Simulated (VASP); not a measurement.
# Zn in VASP: further runs

Runs on Zn. Level: PBEsol. Tasks: single point.

Everything below comes from runs of VASP 6.6.1. Logs are shortened: lines on timing, memory, paths and dates and some standing lists are left out, and cuts for length are marked.

### 1 The cell of the first run

The typed cell holds 2 atoms: a = 2.541 Å, b = 2.591 Å, c = 4.900 Å, α = 90.00°, β = 90.00°, γ = 119.38°.

### 2 Single point, PBEsol (uniaxial strain along a: -2.0 %, then relaxed in part)

INCAR reads:

```
PREC     = Accurate       # precision mode
ENCUT    = 520            # plane-wave cutoff, eV
EDIFF    = 1E-7           # SCF threshold, eV
ISMEAR   = 0              # smearing method
SIGMA    = 0.1            # smearing width, eV
LREAL    = False          # projectors in reciprocal space
LASPH    = True           # aspherical terms in the spheres
NELM     = 100            # most SCF steps
ALGO     = Fast           # electronic algorithm
ISIF     = 2              # what is computed and relaxed
LWAVE    = False          # write WAVECAR
LCHARG   = False          # write CHGCAR
GGA      = PS             # functional
NBANDS   = 19             # bands
```

KPOINTS reads:

```
regular mesh
0
Gamma
  24 24 12
```

POSCAR reads:

```
Zn
1.0
    2.5408489299     -0.0003624347      0.0000000000
   -1.2707463497      2.2578984722      0.0000000000
    0.0000000000      0.0000000000      4.8999780879
Zn
2
Direct
    0.3329989917      0.6659869244      0.2500000000
    0.6670010083      0.3340130756      0.7500000000
```

Potentials or basis: VASP PAW PBE potentials, release 64 (Zn).

Started as:

```
$ cat potpaw_PBE.64/Zn/POTCAR > POTCAR
$ mpirun -np 1 vasp_std > vasp.out
```

OUTCAR:

```text
PREC = Accurate
   ENCUT = 520
   EDIFF = 1E-7
   ISMEAR = 0
   LREAL = False
   LASPH = True
   NELM = 100
   ISIF = 2
   GGA = PS

 ion  position               nearest neighbor table
   1  0.333  0.666  0.250-   2 2.86   2 2.86   2 2.86   2 2.86   2 2.88   2 2.88
   2  0.667  0.334  0.750-   1 2.86   1 2.86   1 2.86   1 2.86   1 2.88   1 2.88

  LATTYP: Found a simple monoclinic cell.
 ALAT       =     2.5408489557
 B/A-ratio  =     1.9284806666
 C/A-ratio  =     1.0194605438
 COS(beta)  =    -0.4902068755

  Lattice vectors:

 A1 = (   2.5408489299,  -0.0003624347,   0.0000000000)
 A2 = (   0.0000000000,   0.0000000000,   4.8999780879)
 A3 = (  -1.2701025802,  -2.2575360375,   0.0000000000)

Analysis of symmetry for initial positions (statically):
=====================================================================
 Subroutine PRICEL returns:
 Original cell was already a primitive cell.

 Routine SETGRP: Setting up the symmetry group for a
 simple monoclinic supercell.

 Subroutine GETGRP returns: Found  4 space group operations
 (whereof  2 operations were pure point group operations)
 out of a pool of  4 trial point group operations.

The static configuration has the point symmetry S_2 .
 The point group associated with its full space group is C_2h.

Analysis of symmetry for dynamics (positions and initial velocities):
=====================================================================
 Subroutine PRICEL returns:
 Original cell was already a primitive cell.

 Routine SETGRP: Setting up the symmetry group for a
 simple monoclinic supercell.

 Subroutine GETGRP returns: Found  4 space group operations
 (whereof  2 operations were pure point group operations)
 out of a pool of  4 trial point group operations.

The dynamic configuration has the point symmetry S_2 .
 The point group associated with its full space group is C_2h.

 Subroutine INISYM returns: Found  4 space group operations
 (whereof  2 operations are pure point group operations),
 and found     1 'primitive' translations

----------------------------------------------------------------------------------------

                                     Primitive cell

  volume of cell :      28.1088

  direct lattice vectors                    reciprocal lattice vectors
     2.540848930 -0.000362435  0.000000000     0.393600845  0.221518746  0.000000000
    -1.270746350  2.257898472  0.000000000     0.000063180  0.442925268  0.000000000
     0.000000000  0.000000000  4.899978088     0.000000000  0.000000000  0.204082545

  length of vectors
     2.540848956  2.590926822  4.899978088     0.451654935  0.442925273  0.204082545

  position of ions in fractional coordinates (direct lattice)
     0.332998992  0.665986924  0.250000000
     0.667001008  0.334013076  0.750000000

  ion indices of the primitive-cell ions
   primitive index   ion index
                 1           1
                 2           2

----------------------------------------------------------------------------------------

 KPOINTS: regular mesh

Automatic generation of k-mesh.
 Grid dimensions read from file:
 generate k-points for:   24   24   12

 Generating k-lattice:

  Cartesian coordinates                     Fractional coordinates (reciprocal lattice)
     0.016400035  0.009229948  0.000000000     0.041666667  0.000000000  0.000000000
     0.000002633  0.018455220  0.000000000     0.000000000  0.041666667  0.000000000
     0.000000000  0.000000000  0.017006879     0.000000000  0.000000000  0.083333333

  Length of vectors
     0.018818956  0.018455220  0.017006879

  Shift w.r.t. Gamma in fractional coordinates (k-lattice)
     0.000000000  0.000000000  0.000000000

 Subroutine IBZKPT returns following result:
 ===========================================

 Found   2030 irreducible k-points:

 Following reciprocal coordinates:
            Coordinates               Weight
  0.000000  0.000000  0.000000      1.000000
  0.041667  0.000000  0.000000      2.000000
  0.083333  0.000000  0.000000      2.000000
  0.125000  0.000000  0.000000      2.000000
  0.166667  0.000000  0.000000      2.000000
  0.208333  0.000000  0.000000      2.000000
[... 16 lines left out ...]
  0.375000  0.041667  0.000000      2.000000
  0.416667  0.041667  0.000000      2.000000
 [... further k-points ...]
   k-points           NKPTS =   2030   k-points in BZ     NKDIM =   2030   number of bands    NBANDS=     19
   number of dos      NEDOS =    301   number of ions     NIONS =      2
   total plane-waves  NPLWV =  14400
   dimension x,y,z NGX =    20 NGY =   20 NGZ =   36
   dimension x,y,z NGXF=    40 NGYF=   40 NGZF=   72
   ions per type =               2
   NGX,Y,Z   is equivalent  to a cutoff of  13.09, 12.83, 12.21 a.u.
   NGXF,Y,Z  is equivalent  to a cutoff of  26.17, 25.67, 24.43 a.u.
 SYSTEM =  unknown system
   PREC   = accura    normal or accurate (medium, high low for compatibility)
   ISTART =      0    job   : 0-new  1-cont  2-samecut
   ICHARG =      2    charge: 1-file 2-atom 10-const
   ISPIN  =      1    spin polarized calculation?
   LNONCOLLINEAR =      F non collinear calculations
   LSORBIT =      F    spin-orbit coupling
   LASPH  =      T    aspherical Exc in radial PAW
   ENCUT  =  520.0 eV  38.22 Ry    6.18 a.u.   4.72  4.82  9.11*2*pi/ulx,y,z
   NELM   =    100;   NELMIN=  2; NELMDL= -5     # of ELM steps
   EDIFF  = 0.1E-06   stopping-criterion for ELM
   LREAL  =      F    real-space projection
   EDIFFG = 0.1E-05   stopping-criterion for IOM
   NSW    =      0    number of steps for IOM
   IBRION =     -1    ionic relax: 0-MD 1-quasi-New 2-CG
   NFREE  =      0    steps in history (QN), initial steepest desc. (CG)
   ISIF   =      2    stress and relaxation
   ISYM   =      2    0-nonsym 1-usesym 2-fastsym
   POTIM  = 0.5000    time-step for ionic-motion
   TEBEG  =    0.0;   TEEND  =   0.0 temperature during run
   PSTRESS=    0.0 pullay stress
   NELECT =      24.0000    total number of electrons
   NUPDOWN=      -1.0000    fix difference up-down
   EMIN   =  10.00;   EMAX   =-10.00  energy-range for DOS
   EFERMI =   0.00;   METHOD = LEGACY
   ISMEAR =     0;   SIGMA  =   0.10  broadening in eV -4-tet -1-fermi 0-gaus
   EFERMI_NEDOS =   21; number of points for ismear=-14 and -15
   IALGO  =     68    algorithm
   IMIX   =      4    mixing-type and parameters
     AMIX     =   0.40;   BMIX     =  1.00
     AMIX_MAG =   1.60;   BMIX_MAG =  1.00
  volume/ion in A,a.u.               =      14.05        94.84
  Fermi-wavevector in a.u.,A,eV,Ry     =   1.553094  2.934922 32.818625  2.412101
  Thomas-Fermi vector in A             =   2.657375
   LORBIT       =      0    0 simple, 1 ext, 2 COOP (PROOUT), +10 PAW based schemes
   GGA     = PS    functional components
   LHFCALC =     F    Hartree Fock is set to
   AEXX    =    0.0000 exact exchange contribution
   IVDW    =     0    specifies the selected vdW correction
   LEPSILON=     F    determine dielectric tensor
   LRPA    =     F    only Hartree local field effects (RPA)
 non-spin polarized calculation
 RMM-DIIS sequential band-by-band and
 Gauss-broadening in eV      SIGMA  =   0.10
  energy-cutoff  :      520.00
  volume of cell :       28.11
 maximum number of plane-waves:       784
   NGX =  9   NGY =  9   NGZ = 19

 number of electron      23.9999996 magnetization

 Free energy of the ion-electron system (eV)
  ---------------------------------------------------
  ext. energy  EPLUGINS =         0.00000000
  ---------------------------------------------------
  free energy    TOTEN  =        -3.16004771 eV

  energy without entropy =       -3.15828504  energy(sigma->0) =       -3.15916638

 E-fermi :   3.4705     XC(G=0): -12.1155

 val. band max:        3.4691296144   @ k =   0.3750   0.0417   0.0000
 cond. band min:       3.4708472433   @ k =  -0.4167   0.3750   0.0000
 fundamental gap:      0.0017176289
 Fermi energy:         3.4704865062

 k-point     1 :       0.0000    0.0000    0.0000
  band No.  band energies     occupation
      1      -7.5540      2.00000
      2      -5.5232      2.00000
      3      -4.6725      2.00000
      4      -4.4329      2.00000
      5      -4.3776      2.00000
      6      -4.3025      2.00000
[... 11 lines left out ...]
     18      23.5718      0.00000
     19      23.9432      0.00000

 k-point     2 :       0.0417    0.0000    0.0000
  band No.  band energies     occupation
      1      -7.4975      2.00000
      2      -5.4944      2.00000
      3      -4.6645      2.00000
      4      -4.4234      2.00000
      5      -4.3687      2.00000
      6      -4.3052      2.00000
[... 11 lines left out ...]
     18      23.0823      0.00000
     19      24.2325      0.00000

 k-point     3 :       0.0833    0.0000    0.0000
  band No.  band energies     occupation
      1      -7.3290      2.00000
      2      -5.4120      2.00000
      3      -4.6424      2.00000
      4      -4.4058      2.00000
      5      -4.3537      2.00000
      6      -4.2999      2.00000
[... 11 lines left out ...]
     18      22.3738      0.00000
     19      24.8776      0.00000

 k-point     4 :       0.1250    0.0000    0.0000
  band No.  band energies     occupation
      1      -7.0526      2.00000
      2      -5.2883      2.00000
      3      -4.6130      2.00000
      4      -4.4082      2.00000
      5      -4.3554      2.00000
      6      -4.2540      2.00000
[... 407 lines left out ...]
     18      19.8402      0.00000
     19      19.9914      0.00000

 k-point    23 :       0.3750    0.0417    0.0000
  band No.  band energies     occupation
      1      -5.1866      2.00000
      2      -5.1018      2.00000
      3      -4.8787      2.00000
      4      -4.3551      2.00000
      5      -4.2460      2.00000
      6      -4.1586      2.00000
[... 11 lines left out ...]
     18      19.5075      0.00000
     19      19.6967      0.00000

 k-point    24 :       0.4167    0.0417    0.0000
  band No.  band energies     occupation
      1      -5.2115      2.00000
      2      -5.1267      2.00000
      3      -4.9242      2.00000
      4      -4.3919      2.00000
      5      -4.1969      2.00000
      6      -4.1750      2.00000
[... 11 lines left out ...]
     18      19.2676      0.00000
     19      19.5074      0.00000

 [... further k-points ...]

------------------------ aborting loop because EDIFF is reached ----------------------------------------

  FORCE on cell =-STRESS in cart. coord.  units (eV):
  Direction    XX          YY          ZZ          XY          YZ          ZX
  --------------------------------------------------------------------------------------
  -------------------------------------------------------------------------------------
  Total        1.0103920      0.1055773      0.0475745      0.0045695      0.0000000      0.0000000
  in kB       57.5914407      6.0178126      2.7117021      0.2604565      0.0000000      0.0000000
  external PRESSURE =      22.1069851 kB  Pullay stress =       0.0000000 kB

 VOLUME and BASIS-vectors are now :
 -----------------------------------------------------------------------------
  energy-cutoff  :      520.00
  volume of cell :       28.11
      direct lattice vectors                 reciprocal lattice vectors
     2.540848930 -0.000362435  0.000000000     0.393600845  0.221518746  0.000000000
    -1.270746350  2.257898472  0.000000000     0.000063180  0.442925268  0.000000000
     0.000000000  0.000000000  4.899978088     0.000000000  0.000000000  0.204082545

 POSITION                                       TOTAL-FORCE (eV/Angst)
 -----------------------------------------------------------------------------------
     -0.00020      1.50361      1.22499         0.000004     -0.000987      0.000000
      1.27030      0.75393      3.67498        -0.000004      0.000987     -0.000000
 -----------------------------------------------------------------------------------
    total drift:                                0.000000      0.000000     -0.000000

  FREE ENERGIE OF THE ION-ELECTRON SYSTEM (eV)
  ---------------------------------------------------
  free  energy   TOTEN  =        -3.1600477142 eV

  energy  without entropy=       -3.1582850400  energy(sigma->0) =       -3.15916638
```

Run time: 6 min. Hardware: 1 thread of Intel Xeon 6975P-C (Granite Rapids), shared host; peak memory 0.88 GiB.

Results:

| Property | Result |
| --- | --- |
| Free energy | -3.1600 eV |
| Pressure | 2.2 GPa |
| Band gap on the k mesh | zero (bands 12 and 13 overlap by 4.94 eV) |

Levels at points of the mesh, in eV from the Fermi level:
```tsv
k point	band 10	band 11	band 12	band 13	band 14	band 15
(0.00, 0.00, 0.00)	-7.16	-7.13	-4.13	-3.22	13.50	17.40
(0.50, 0.00, 0.00)	-6.89	-2.89	-1.94	2.82	3.79	4.63
(0.00, 0.50, 0.00)	-6.91	-3.12	-2.24	2.51	3.44	4.25
(0.50, 0.50, 0.00)	-6.89	-2.89	-1.94	2.81	3.78	4.63
(0.00, 0.00, 0.50)	-7.25	-7.22	-7.22	4.39	4.39	19.73
(0.50, 0.00, 0.50)	-6.90	-1.96	-1.96	0.59	0.59	10.46
(0.00, 0.50, 0.50)	-6.92	-2.18	-2.18	0.19	0.19	10.16
(0.50, 0.50, 0.50)	-6.90	-1.96	-1.96	0.58	0.58	10.45
```

Caveat: the cell differs from its parent crystal (uniaxial strain along a: -2.0 %, then relaxed in part); the stress differs along the axes, from 0 to 6 GPa; the PAW data sets were made with another functional, which shifts forces and pressure a little.

### 3 Single point, PBEsol (uniaxial strain along a: -3.0 %)

INCAR reads:

```
SYSTEM = Zn
PREC     = Accurate       ! precision mode
ENCUT    = 520            ! plane-wave cutoff, eV
EDIFF    = 1E-7           ! SCF threshold, eV
ISMEAR   = 0              ! smearing method
SIGMA    = 0.1            ! smearing width, eV
LREAL    = .False.        ! projectors in reciprocal space
LASPH    = .True.         ! aspherical terms in the spheres
NELM     = 80             ! most SCF steps
ALGO     = Fast           ! electronic algorithm
ISIF     = 2              ! what is computed and relaxed
LWAVE    = .False.        ! write WAVECAR
LCHARG   = .False.        ! write CHGCAR
GGA      = PS             ! functional
NBANDS   = 19             ! bands
```

KPOINTS reads:

```
Automatic mesh
0
Gamma
  24 24 12
  0 0 0
```

POSCAR reads:

```
Zn
1.0
    2.5149219255      0.0000000000      0.0000000000
   -1.2574609628      2.2621867764      0.0000000000
    0.0000000000      0.0000000000      4.9314298169
Zn
2
Direct
    0.3329989917      0.6659869244      0.2500000000
    0.6670010083      0.3340130756      0.7500000000
```

Potentials or basis: VASP PAW PBE potentials, release 64 (Zn).

Started as:

```
$ cat potpaw_PBE.64/Zn/POTCAR > POTCAR
$ mpirun -np 1 vasp_std > vasp.out
```

It took 6.4 min on 1 thread of Intel Xeon 6975P-C (Granite Rapids), shared host; peak memory 0.88 GiB.

It converged, with:

```yaml
Free_energy: -3.1481 eV
Pressure: 2.9 GPa
Band_gap_on_the_k_mesh: zero (bands 12 and 13 overlap by 5.09 eV)
```

Stress tensor (GPa, compression positive):
```
7.99 0.00 0.00
0.00 0.37 0.00
0.00 0.00 0.26
```

Levels at points of the mesh, in eV from the Fermi level:
```tsv
k point	band 9	band 10	band 11	band 12	band 13	band 14	band 15	band 16
(0.00, 0.00, 0.00)	-7.32	-7.15	-7.12	-4.17	-3.32	13.17	17.13	18.48
(0.50, 0.00, 0.00)	-6.89	-6.87	-2.81	-1.83	2.83	3.87	4.67	6.04
(0.50, 0.50, 0.00)	-6.89	-6.87	-2.81	-1.83	2.83	3.87	4.67	6.04
(0.00, 0.50, 0.00)	-6.92	-6.90	-3.14	-2.27	2.38	3.35	4.11	5.66
(0.00, 0.00, 0.50)	-7.24	-7.24	-7.20	-7.20	4.21	4.21	19.60	19.60
(0.50, 0.00, 0.50)	-6.88	-6.88	-1.90	-1.90	0.72	0.72	10.40	10.40
(0.50, 0.50, 0.50)	-6.88	-6.88	-1.90	-1.90	0.72	0.72	10.40	10.40
(0.00, 0.50, 0.50)	-6.91	-6.91	-2.23	-2.23	0.14	0.14	9.96	9.96
```

Caveat: the cell differs from its parent crystal (uniaxial strain along a: -3.0 %); the stress differs along the axes, from 0 to 8 GPa; the PAW data sets were made with another functional, which shifts forces and pressure a little.
